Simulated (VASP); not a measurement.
A run of VASP 6.6.1 is set up as follows.

File POSCAR:

```
Zn
1.0
    2.5253093979      0.0000000000      0.0000000000
   -1.2626546990      2.1869820909      0.0000000000
    0.0000000000      0.0000000000      3.0614772767
Zn
1
Direct
    0.0000000000      0.0000000000      0.0000000000
```

The input INCAR.step1:

```
ALGO = Normal ; EDIFF = 1E-5
EDIFFG = -0.005 ; ENCUT = 550
GGA = PE ; GGA_COMPAT = False
IBRION = 2 ; ISIF = 3
ISMEAR = 0 ; LASPH = True
LCHARG = False ; LREAL = False
LWAVE = True ; NELM = 120
NELMIN = 4 ; NSW = 100
PREC = Accurate ; SIGMA = 0.1
```

Contents of INCAR.step2:

```
ALGO = Normal ; EDIFF = 1E-7
EDIFFG = -0.01 ; ENCUT = 550
GGA_COMPAT = False ; IBRION = 2
ISIF = 3 ; ISMEAR = 0
ISTART = 1 ; LASPH = True
LCHARG = False ; LMIXTAU = True
LREAL = False ; LWAVE = False
METAGGA = R2SCAN ; NELM = 120
NELMIN = 4 ; NSW = 100
PREC = Accurate ; SIGMA = 0.1
```

Contents of KPOINTS:

```
k-points
0
Gamma
  24 24 18
```

Potentials or basis: VASP PAW PBE potentials, release 64 (Zn).

Command:

```bash
$ cat potpaw_PBE.64/Zn/POTCAR > POTCAR
$ cp INCAR.step1 INCAR
$ mpirun -np 1 vasp_std > vasp.out
$ cp INCAR.step2 INCAR
$ mpirun -np 1 vasp_std > vasp.out
```

Question: Estimate the band gap on the k mesh.

Answer: Zero (bands 6 and 7 overlap by 7.75 eV).

Question: Estimate the relaxed cell.

Answer: a = 2.532 Å, b = 2.532 Å, c = 3.063 Å, α = 90.00°, β = 90.00°, γ = 120.00°.

Question: Predict the space group after relaxing (to 0.1 Å).

Answer: P6/mmm (No. 191).

Question: Predict the relaxed volume.

Answer: 17.00 Å³/atom.

Final structure:
```
CELL_PARAMETERS angstrom
2.53187 0.00000 0.00000
-1.26594 2.19267 0.00000
0.00000 0.00000 3.06281
ATOMIC_POSITIONS crystal
Zn 0.00000 0.00000 0.00000
```

Caveat: the PAW data sets were made with another functional, which shifts forces and pressure a little.
